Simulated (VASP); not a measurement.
# Cd (P6_3/mmc) in VASP: further runs, part 2 of 2

VASP 6.6.1. Earlier steps stand in the parts before.

## (3) Single point, PBEsol

This run uses another cell than the first one, of 20.72 Å³/atom, 1.043 times its volume.

INCAR

```
SYSTEM = Cd
PREC     = Accurate       ! precision mode
ENCUT    = 520            ! plane-wave cutoff, eV
EDIFF    = 1E-7           ! SCF threshold, eV
ISMEAR   = 1              ! smearing method
SIGMA    = 0.1            ! smearing width, eV
LREAL    = .FALSE.        ! projectors in reciprocal space
LASPH    = .TRUE.         ! aspherical terms in the spheres
NELM     = 60             ! most SCF steps
ALGO     = Normal         ! electronic algorithm
ISIF     = 2              ! what is computed and relaxed
LWAVE    = .FALSE.        ! write WAVECAR
LCHARG   = .FALSE.        ! write CHGCAR
GGA      = PS             ! functional
NBANDS   = 19             ! bands
```

KPOINTS

```
regular mesh
0
G
  11 11 5
  0 0 0
```

POSCAR

```
Cd
1.0
    2.9386100647      0.0000000000      0.0000000000
   -1.4693050324      2.5449108746      0.0000000000
    0.0000000000      0.0000000000      5.5417265037
Cd
2
Direct
    0.3333333333      0.6666666667      0.2500000000
    0.6666666667      0.3333333333      0.7500000000
```

Potentials or basis: VASP PAW PBE potentials, release 64 (Cd).

Launch:

```
> cat potpaw_PBE.64/Cd/POTCAR > POTCAR
> mpirun -np 1 vasp_std > vasp.out
```

OUTCAR:

```text
SYSTEM = Cd
   PREC = Accurate
   ENCUT = 520
   EDIFF = 1E-7
   ISMEAR = 1
   LREAL = .FALSE.
   LASPH = .TRUE.
   NELM = 60
   ISIF = 2
   GGA = PS

 ion  position               nearest neighbor table
   1  0.333  0.667  0.250-   2 3.25   2 3.25   2 3.25   2 3.25   2 3.25   2 3.25
   2  0.667  0.333  0.750-   1 3.25   1 3.25   1 3.25   1 3.25   1 3.25   1 3.25

  LATTYP: Found a hexagonal cell.
 ALAT       =     2.9386100647
 C/A-ratio  =     1.8858325473

  Lattice vectors:

 A1 = (   2.9386100647,   0.0000000000,   0.0000000000)
 A2 = (  -1.4693050324,   2.5449108746,   0.0000000000)
 A3 = (   0.0000000000,   0.0000000000,   5.5417265037)

Analysis of symmetry for initial positions (statically):
=====================================================================
 Subroutine PRICEL returns:
 Original cell was already a primitive cell.

 Routine SETGRP: Setting up the symmetry group for a
 hexagonal supercell.

 Subroutine GETGRP returns: Found 24 space group operations
 (whereof 12 operations were pure point group operations)
 out of a pool of 24 trial point group operations.

The static configuration has the point symmetry D_3d.
 The point group associated with its full space group is D_6h.

Analysis of symmetry for dynamics (positions and initial velocities):
=====================================================================
 Subroutine PRICEL returns:
 Original cell was already a primitive cell.

 Routine SETGRP: Setting up the symmetry group for a
 hexagonal supercell.

 Subroutine GETGRP returns: Found 24 space group operations
 (whereof 12 operations were pure point group operations)
 out of a pool of 24 trial point group operations.

The dynamic configuration has the point symmetry D_3d.
 The point group associated with its full space group is D_6h.

 Subroutine INISYM returns: Found 24 space group operations
 (whereof 12 operations are pure point group operations),
 and found     1 'primitive' translations

----------------------------------------------------------------------------------------

                                     Primitive cell

  volume of cell :      41.4438

  direct lattice vectors                    reciprocal lattice vectors
     2.938610065  0.000000000  0.000000000     0.340296936  0.196470535  0.000000000
    -1.469305032  2.544910875  0.000000000     0.000000000  0.392941069  0.000000000
     0.000000000  0.000000000  5.541726504     0.000000000  0.000000000  0.180449179

  length of vectors
     2.938610065  2.938609984  5.541726504     0.392941058  0.392941069  0.180449179

  position of ions in fractional coordinates (direct lattice)
     0.333333333  0.666666667  0.250000000
     0.666666667  0.333333333  0.750000000

  ion indices of the primitive-cell ions
   primitive index   ion index
                 1           1
                 2           2

----------------------------------------------------------------------------------------

 KPOINTS: regular mesh

Automatic generation of k-mesh.
 Grid dimensions read from file:
 generate k-points for:   11   11    5

 Generating k-lattice:

  Cartesian coordinates                     Fractional coordinates (reciprocal lattice)
     0.030936085  0.017860958  0.000000000     0.090909091  0.000000000  0.000000000
     0.000000000  0.035721915  0.000000000     0.000000000  0.090909091  0.000000000
     0.000000000  0.000000000  0.036089836     0.000000000  0.000000000  0.200000000

  Length of vectors
     0.035721914  0.035721915  0.036089836

  Shift w.r.t. Gamma in fractional coordinates (k-lattice)
     0.000000000  0.000000000  0.000000000

 Subroutine IBZKPT returns following result:
 ===========================================

 Found     48 irreducible k-points:

 Following reciprocal coordinates:
            Coordinates               Weight
  0.000000  0.000000  0.000000      1.000000
  0.090909 -0.000000  0.000000      6.000000
  0.181818 -0.000000  0.000000      6.000000
  0.272727 -0.000000  0.000000      6.000000
  0.363636 -0.000000  0.000000      6.000000
  0.454545 -0.000000  0.000000      6.000000
[... 16 lines left out ...]
  0.090909  0.090909  0.200000     12.000000
  0.181818  0.090909  0.200000     24.000000
 [... further k-points ...]
   k-points           NKPTS =     48   k-points in BZ     NKDIM =     48   number of bands    NBANDS=     19
   number of dos      NEDOS =    301   number of ions     NIONS =      2
   total plane-waves  NPLWV =  24192
   dimension x,y,z NGX =    24 NGY =   24 NGZ =   42
   dimension x,y,z NGXF=    48 NGYF=   48 NGZF=   84
   ions per type =               2
   NGX,Y,Z   is equivalent  to a cutoff of  13.58, 13.58, 12.60 a.u.
   NGXF,Y,Z  is equivalent  to a cutoff of  27.16, 27.16, 25.20 a.u.
 SYSTEM =  Cd
   PREC   = accura    normal or accurate (medium, high low for compatibility)
   ISTART =      0    job   : 0-new  1-cont  2-samecut
   ICHARG =      2    charge: 1-file 2-atom 10-const
   ISPIN  =      1    spin polarized calculation?
   LNONCOLLINEAR =      F non collinear calculations
   LSORBIT =      F    spin-orbit coupling
   LASPH  =      T    aspherical Exc in radial PAW
   ENCUT  =  520.0 eV  38.22 Ry    6.18 a.u.   5.46  5.46 10.30*2*pi/ulx,y,z
   NELM   =     60;   NELMIN=  2; NELMDL= -5     # of ELM steps
   EDIFF  = 0.1E-06   stopping-criterion for ELM
   LREAL  =      F    real-space projection
   EDIFFG = 0.1E-05   stopping-criterion for IOM
   NSW    =      0    number of steps for IOM
   IBRION =     -1    ionic relax: 0-MD 1-quasi-New 2-CG
   NFREE  =      0    steps in history (QN), initial steepest desc. (CG)
   ISIF   =      2    stress and relaxation
   ISYM   =      2    0-nonsym 1-usesym 2-fastsym
   POTIM  = 0.5000    time-step for ionic-motion
   TEBEG  =    0.0;   TEEND  =   0.0 temperature during run
   PSTRESS=    0.0 pullay stress
   NELECT =      24.0000    total number of electrons
   NUPDOWN=      -1.0000    fix difference up-down
   EMIN   =  10.00;   EMAX   =-10.00  energy-range for DOS
   EFERMI =   0.00;   METHOD = LEGACY
   ISMEAR =     1;   SIGMA  =   0.10  broadening in eV -4-tet -1-fermi 0-gaus
   EFERMI_NEDOS =   21; number of points for ismear=-14 and -15
   IALGO  =     38    algorithm
   IMIX   =      4    mixing-type and parameters
     AMIX     =   0.40;   BMIX     =  1.00
     AMIX_MAG =   1.60;   BMIX_MAG =  1.00
  volume/ion in A,a.u.               =      20.72       139.84
  Fermi-wavevector in a.u.,A,eV,Ry     =   1.364558  2.578641 25.334304  1.862019
  Thomas-Fermi vector in A             =   2.490863
   LORBIT       =      0    0 simple, 1 ext, 2 COOP (PROOUT), +10 PAW based schemes
   GGA     = PS    functional components
   LHFCALC =     F    Hartree Fock is set to
   AEXX    =    0.0000 exact exchange contribution
   IVDW    =     0    specifies the selected vdW correction
   LEPSILON=     F    determine dielectric tensor
   LRPA    =     F    only Hartree local field effects (RPA)
 non-spin polarized calculation
 Methfessel and Paxton  Order N= 1 SIGMA  =   0.10
  energy-cutoff  :      520.00
  volume of cell :       41.44
 maximum number of plane-waves:      1149
 NGX is ok and might be reduce to    24
   NGX = 11   NGY = 11   NGZ = 21

 number of electron      24.0000013 magnetization

 Free energy of the ion-electron system (eV)
  ---------------------------------------------------
  ext. energy  EPLUGINS =         0.00000000
  ---------------------------------------------------
  free energy    TOTEN  =        -2.37330538 eV

  energy without entropy =       -2.37321062  energy(sigma->0) =       -2.37327379

 E-fermi :   3.1844     XC(G=0): -11.4298

 val. band max:        3.1316065218   @ k =   0.0909   0.0909   0.2000
 cond. band min:       3.1956781255   @ k =   0.1818   0.1818   0.0000
 fundamental gap:      0.0640716037
 Fermi energy:         3.1844373609

 k-point     1 :       0.0000    0.0000    0.0000
  band No.  band energies     occupation
      1      -6.9365      2.00000
      2      -6.6535      2.00000
      3      -6.2155      2.00000
      4      -6.2155      2.00000
      5      -6.1585      2.00000
      6      -6.1585      2.00000
[... 11 lines left out ...]
     18      18.3924      0.00000
     19      19.0500      0.00000

 k-point     2 :       0.0909   -0.0000    0.0000
  band No.  band energies     occupation
      1      -6.8445      2.00000
      2      -6.5533      2.00000
      3      -6.2526      2.00000
      4      -6.1919      2.00000
      5      -6.1328      2.00000
      6      -6.0787      2.00000
[... 476 lines left out ...]
 k-point    24 :       0.1818    0.0909    0.2000
  band No.  band energies     occupation
      1      -6.6236      2.00000
      2      -6.4269      2.00000
      3      -6.3432      2.00000
      4      -6.2138      2.00000
      5      -6.0500      2.00000
      6      -5.9529      2.00000
[... 11 lines left out ...]
     18      15.5580      0.00000
     19      17.5976      0.00000

 [... further k-points ...]
[... 5 lines left out ...]
  --------------------------------------------------------------------------------------
  -------------------------------------------------------------------------------------
  Total        0.6225753      0.6225753     -0.1326540     -0.0000000      0.0000000     -0.0000000
  in kB       24.0681588     24.0681570     -5.1282767     -0.0000000      0.0000000     -0.0000000
  external PRESSURE =      14.3360131 kB  Pullay stress =       0.0000000 kB

 VOLUME and BASIS-vectors are now :
 -----------------------------------------------------------------------------
  energy-cutoff  :      520.00
  volume of cell :       41.44
      direct lattice vectors                 reciprocal lattice vectors
     2.938610065  0.000000000  0.000000000     0.340296936  0.196470535  0.000000000
    -1.469305032  2.544910875  0.000000000     0.000000000  0.392941069  0.000000000
     0.000000000  0.000000000  5.541726504     0.000000000  0.000000000  0.180449179

 POSITION                                       TOTAL-FORCE (eV/Angst)
 -----------------------------------------------------------------------------------
     -0.00000      1.69661      1.38543         0.000000      0.000000      0.000000
      1.46931      0.84830      4.15629        -0.000000     -0.000000      0.000000
 -----------------------------------------------------------------------------------
    total drift:                               -0.000000      0.000000      0.000000

  FREE ENERGIE OF THE ION-ELECTRON SYSTEM (eV)
  ---------------------------------------------------
  free  energy   TOTEN  =        -2.3733053775 eV

  energy  without entropy=       -2.3732106158  energy(sigma->0) =       -2.37327379
```

Run time: 14 s. Hardware: 1 thread of Intel Xeon Platinum 8375C at 2.90GHz (Ice Lake), shared host; peak memory 0.17 GiB.

What came out:

```
Free energy            : -2.3733 eV
Pressure               : 1.4 GPa
Band gap on the k mesh : zero (band 12 reaches 4.76 eV, above the bottom of band 13 at 0.08 eV)
```

Caveat: the PAW data sets were made with another functional, which shifts forces and pressure a little.
